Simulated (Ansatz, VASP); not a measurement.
NaCl in VASP and in Ansatz

File POSCAR:

```
NaCl
1.0
    0.0000000000      2.7692838348      2.7692838348
    2.7692838348      0.0000000000      2.7692838348
    2.7692838348      2.7692838348      0.0000000000
Na Cl
1 1
Direct
    0.0000000000      0.0000000000      0.0000000000
    0.5000000000      0.5000000000      0.5000000000
```

INCAR.step1

```
SYSTEM = NaCl
PREC     = Accurate       ! precision mode
ENCUT    = 520            ! plane-wave cutoff, eV
EDIFF    = 1E-5           ! SCF threshold, eV
ISMEAR   = 0              ! smearing method
SIGMA    = 0.02           ! smearing width, eV
LREAL    = .FALSE.        ! projectors in reciprocal space
LASPH    = .TRUE.         ! aspherical terms in the spheres
NELM     = 100            ! most SCF steps
ALGO     = Normal         ! electronic algorithm
ISIF     = 2              ! what is computed and relaxed
LWAVE    = .TRUE.         ! write WAVECAR
LCHARG   = .FALSE.        ! write CHGCAR
NBANDS   = 14             ! bands
GGA      = PE             ! functional
```

INCAR.step2

```
SYSTEM = NaCl
PREC     = Accurate       ! precision mode
ENCUT    = 520            ! plane-wave cutoff, eV
EDIFF    = 1E-6           ! SCF threshold, eV
ISMEAR   = 0              ! smearing method
SIGMA    = 0.02           ! smearing width, eV
LREAL    = .FALSE.        ! projectors in reciprocal space
LASPH    = .TRUE.         ! aspherical terms in the spheres
NELM     = 100            ! most SCF steps
ALGO     = Normal         ! electronic algorithm
ISIF     = 2              ! what is computed and relaxed
LWAVE    = .FALSE.        ! write WAVECAR
LCHARG   = .FALSE.        ! write CHGCAR
GGA      = PE             ! functional
LHFCALC  = .TRUE.         ! exact exchange
HFSCREEN = 0.2079         ! screening, 1/A
PRECFOCK = Normal       
NBANDS   = 14             ! bands
ISTART   = 1
```

Contents of KPOINTS:

```
Automatic mesh
0
G
  4 4 4
  0 0 0
```

Input for Ansatz:

```yaml
crystal:
  lattice:
    - [0.0, 2.7692838348, 2.7692838348]
    - [2.7692838348, 0.0, 2.7692838348]
    - [2.7692838348, 2.7692838348, 0.0]
  atoms:
    - { symbol: Na, position: [0.0, 0.0, 0.0] }
    - { symbol: Cl, position: [0.5, 0.5, 0.5] }
basis:
  ecutwfc: 420
kpoints:
  mp_grid: { grid: [4, 4, 4] }
hamiltonian:
  xc: hse06
scf:
  occupations: { method: gaussian, width: 0.02 }
output:
  forces: true
  stress: true
  eigenvalues: true
  write_density: true
  write_potential: true
  elf: true
  volumetric_format: npy
```

Alike in both runs: task single point; functional HSE06; k mesh 4 × 4 × 4; occupations gaussian, width 0.02 eV; no spin polarisation.

|  | VASP | Ansatz |
| --- | --- | --- |
| version | VASP 6.6.1 | Ansatz 0.2.0 |
| potentials or method | VASP PAW PBE potentials, release 64 (Na_pv, Cl), cutoff 520 eV | scalar-relativistic, plane waves, PAW |
| valence electrons in the cell | 14 | 16 |

|  | VASP | Ansatz | Ansatz less VASP |
| --- | --- | --- | --- |
| gap on the k mesh at the Fermi level (eV) | 6.71 | 6.72 | +0.009 |
| least direct gap on the mesh (eV) | 6.71 | 6.72 | +0.009 |
| pressure (GPa) | 1.8 | 1.8 | -0.03 |

VASP's potentials hold 14 valence electrons a cell and Ansatz's 16, so a difference there can come from the potentials and not from the codes. Ansatz's warnings: stress exchange threshold loose, stress scf threshold loose.

The k mesh is coarse, so the values compare programs but aren't converged.
